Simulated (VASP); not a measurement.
Input of a VASP 6.6.1 run:

File INCAR:

```
PREC = Accurate
ENCUT = 520
EDIFF = 1E-6
ISMEAR = 0
SIGMA = 0.1
LREAL = False
LASPH = True
NELM = 100
ALGO = Fast
ISIF = 2
LWAVE = False
LCHARG = False
GGA = PE
NBANDS = 34
```

File KPOINTS:

```
regular mesh
0
Gamma
  6 6 12
```

File POSCAR:

```
BiP2
1.0
    7.0619224279      0.0000000000      0.0000000000
    0.0000000000      7.0619224279      0.0000000000
    0.0000000000      0.0000000000      3.0506462198
Bi P
2 4
Direct
    0.0000000000      0.0000000000      0.0000000000
    0.5000000000      0.5000000000      0.0000000000
    0.1071630994      0.3928369006      0.0000000000
    0.3928369006      0.8928369006      0.0000000000
    0.8928369006      0.6071630994      0.0000000000
    0.6071630994      0.1071630994      0.0000000000
```

Potentials or basis: VASP PAW PBE potentials, release 64 (Bi_d, P).

Command:

```console
$ cat potpaw_PBE.64/Bi_d/POTCAR potpaw_PBE.64/P/POTCAR > POTCAR
$ mpirun -np 1 vasp_std > vasp.out
```

Q: Predict the largest force.

A: 0.051 eV/Å.

Q: Predict the pressure.

A: -0.1 GPa.

Forces on the atoms (eV/Å):
```
Bi   0.000  0.000  0.000
Bi   0.000  0.000  0.000
P   -0.036  0.036  0.000
P    0.036  0.036  0.000
P    0.036 -0.036  0.000
P   -0.036 -0.036  0.000
```
